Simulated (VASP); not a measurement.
Here is a VASP 6.6.1 calculation.

POSCAR

```
Si
1.0
    2.5321100000      0.0000000000      0.0000000000
    0.0000000000      2.5321100000      0.0000000000
    0.0000000000      0.0000000000      2.5321100000
Si
1
Direct
    0.5000000000      0.5000000000      0.5000000000
```

Contents of INCAR.step1:

```
SYSTEM = Si
PREC     = Accurate       ! precision mode
ENCUT    = 520            ! plane-wave cutoff, eV
EDIFF    = 1E-5           ! SCF threshold, eV
ISMEAR   = -1             ! smearing method
SIGMA    = 0.05           ! smearing width, eV
LREAL    = .False.        ! projectors in reciprocal space
LASPH    = .True.         ! aspherical terms in the spheres
NELM     = 60             ! most SCF steps
ALGO     = Normal         ! electronic algorithm
ISIF     = 2              ! what is computed and relaxed
LWAVE    = .True.         ! write WAVECAR
LCHARG   = .False.        ! write CHGCAR
GGA      = PE             ! functional
NBANDS   = 8              ! bands
```

Contents of INCAR.step2:

```
SYSTEM = Si
PREC     = Accurate       ! precision mode
ENCUT    = 520            ! plane-wave cutoff, eV
EDIFF    = 1E-7           ! SCF threshold, eV
ISMEAR   = -1             ! smearing method
SIGMA    = 0.05           ! smearing width, eV
LREAL    = .False.        ! projectors in reciprocal space
LASPH    = .True.         ! aspherical terms in the spheres
NELM     = 60             ! most SCF steps
ALGO     = Normal         ! electronic algorithm
ISIF     = 2              ! what is computed and relaxed
LWAVE    = .False.        ! write WAVECAR
LCHARG   = .False.        ! write CHGCAR
GGA      = PE             ! functional
LHFCALC  = .True.         ! exact exchange
AEXX     = 0.25           ! exact-exchange fraction
HFSCREEN = 0.15           ! screening, 1/A
PRECFOCK = Normal       
ISTART   = 1            
NBANDS   = 8              ! bands
```

KPOINTS

```
regular mesh
0
Gamma
  5 5 5
  0 0 0
```

Potentials or basis: VASP PAW PBE potentials, release 64 (Si).

Command:

```sh
$ cat potpaw_PBE.64/Si/POTCAR > POTCAR
$ cp INCAR.step1 INCAR
$ mpirun -np 1 vasp_std > vasp.out
$ cp INCAR.step2 INCAR
$ mpirun -np 1 vasp_std > vasp.out
```

What does it give for the pressure?

0.9 GPa.

Predict the band gap on the k mesh.

zero (band 2 reaches 16.59 eV, above the bottom of band 3 at 6.78 eV).

Caveat: the k points lie up to 0.50 Å⁻¹ apart; the PAW data sets were made with another functional, which shifts forces and pressure a little.
